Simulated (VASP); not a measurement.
Re2S3:

```
Re S
1.0
     4.05455    0.00000    0.00000
    -2.02728    3.51134    0.00000
     0.00000    0.00000    6.30822
Re S
2 3
Direct
  0.33333 0.66667 0.24500
  0.66667 0.33333 0.75500
  0.00000 0.00000 0.00000
  0.33333 0.66667 0.64500
  0.66667 0.33333 0.35500
```

| Quantity | Value |
| --- | --- |
| Program | VASP 6.6.1 |
| Task | relaxation of cell and atoms |
| Functional | PBE |
| Potentials or basis | VASP PAW PBE potentials, release 64 (Re, S) |
| Cutoff | 600 eV |
| k mesh | 6 × 6 × 4 |
| Occupations | gaussian, width 0.1 eV |
| Spin | no spin polarisation |

At the start: pressure -15.3 GPa; volume 17.96 Å³/atom.

Question: Where does the relaxation end?

Answer: Over 14 steps the energy falls by 135.7 meV/atom and the volume is 16.18 Å³/atom (-9.9 %); space group P-3m1 (No. 164, to 0.1 Å) before and after.

The path:
```
step  energy change (eV)  largest force (eV/Å)  pressure (GPa)  volume (Å³)
   1              0.0000                0.8321          -15.31        89.81
   2              0.5589                2.4892           38.42        69.28
   3             -0.5525                1.0527            0.00        80.37
   4             -0.5533                1.0601            0.63        80.09
   5             -0.6464                0.2800            0.29        79.62
   6             -0.6508                0.1885            0.23        79.50
   7             -0.6508                0.2052            0.22        79.49
   8             -0.6562                0.1985            0.04        79.70
   9             -0.6694                0.1404           -0.43        80.35
  10             -0.6739                0.1700           -1.09        81.62
  11             -0.6760                0.1311           -0.88        81.17
  12             -0.6780                0.0835            0.40        80.78
  13             -0.6782                0.0628            0.15        80.85
  14             -0.6787                0.0313           -0.01        80.92
```

Final structure:
```cif
data_structure
_symmetry_space_group_name_H-M 'P 1'
_symmetry_Int_Tables_number 1
_cell_length_a 3.8114
_cell_length_b 3.8114
_cell_length_c 6.4321
_cell_angle_alpha 90.000
_cell_angle_beta 90.000
_cell_angle_gamma 120.000
_cell_volume 80.92
loop_
_atom_site_label
_atom_site_type_symbol
_atom_site_fract_x
_atom_site_fract_y
_atom_site_fract_z
_atom_site_occupancy
Re1 Re 0.33333 0.66667 0.25241 1
Re2 Re 0.66667 0.33333 0.74759 1
S1 S 0.00000 0.00000 0.00000 1
S2 S 0.33333 0.66667 0.62767 1
S3 S 0.66667 0.33333 0.37233 1
```
